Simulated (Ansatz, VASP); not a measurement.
Two plane-wave programs on BeS5

INCAR

```
PREC = Accurate ; ENCUT = 600
EDIFF = 1E-6 ; ISMEAR = 0
SIGMA = 0.1 ; LREAL = False
LASPH = True ; NELM = 60
ALGO = Normal ; ISIF = 3
LWAVE = False ; LCHARG = False
GGA = PE ; IBRION = 2
NSW = 90 ; EDIFFG = -0.04
```

KPOINTS

```
regular mesh
0
Gamma
  4 4 4
```

File POSCAR:

```
BeS5
1.0
    6.0718975300      0.0000000000      0.0000000000
    0.0000000000      6.0718975300      0.0000000000
    0.0000000000      0.0000000000      4.0649213000
Be S
1 5
Direct
    0.0000000000      0.0000000000      0.5000000000
    0.8471367500      0.5000000000      0.0000000000
    0.1528632500      0.5000000000      0.0000000000
    0.5000000000      0.1528632500      0.0000000000
    0.5000000000      0.8471367500      0.0000000000
    0.5000000000      0.5000000000      0.5000000000
```

Input for Ansatz:

```yaml
crystal:
  lattice:
    - [6.07189753, 0.0, 0.0]
    - [0.0, 6.07189753, 0.0]
    - [0.0, 0.0, 4.0649213]
  atoms:
    - { symbol: Be, position: [0.0, 0.0, 0.5] }
    - { symbol: S, position: [0.84713675, 0.5, 0.0] }
    - { symbol: S, position: [0.15286325, 0.5, 0.0] }
    - { symbol: S, position: [0.5, 0.15286325, 0.0] }
    - { symbol: S, position: [0.5, 0.84713675, 0.0] }
    - { symbol: S, position: [0.5, 0.5, 0.5] }
basis:
  ecutwfc: 420
kpoints:
  mp_grid: { grid: [4, 4, 4] }
hamiltonian:
  xc: pbe
scf:
  occupations: { method: gaussian, width: 0.1 }
  lower_state_search: "off"
output:
  forces: true
  stress: true
  eigenvalues: true
relax:
  adjacent_minimum: "off"
  f_tol: 0.04
  max_steps: 70
  cell: { stress_tol: 0.4 }
```

Alike in both runs: task relaxation of cell and atoms; functional PBE; k mesh 4 × 4 × 4; occupations gaussian, width 0.1 eV; no spin polarisation.

|  | VASP | Ansatz |
| --- | --- | --- |
| version | VASP 6.6.1 | Ansatz 0.2.0 |
| potentials or method | VASP PAW PBE potentials, release 64 (Be, S), cutoff 600 eV | scalar-relativistic, plane waves, PAW |
| valence electrons in the cell | 32 | 32 |

Ansatz gave:

- gap on the k mesh at the Fermi level, each at its own relaxed structure (eV): none
- relaxed volume (Å³/atom): 23.00
- relaxed length of the cell vector where the two differ most in proportion (Å): 3.322

Question: What did VASP give for the same quantities?

Answer: gap on the k mesh at the Fermi level, each at its own relaxed structure (eV): none; relaxed volume (Å³/atom): 23.38; relaxed length of the cell vector where the two differ most in proportion (Å): 2.953.

A gap of «none» marks a metal or a gap that the smearing closes. One of these differences is far larger than is usual between the two programs; its cause wasn't traced.

The k mesh is coarse, so the values compare programs but aren't converged.
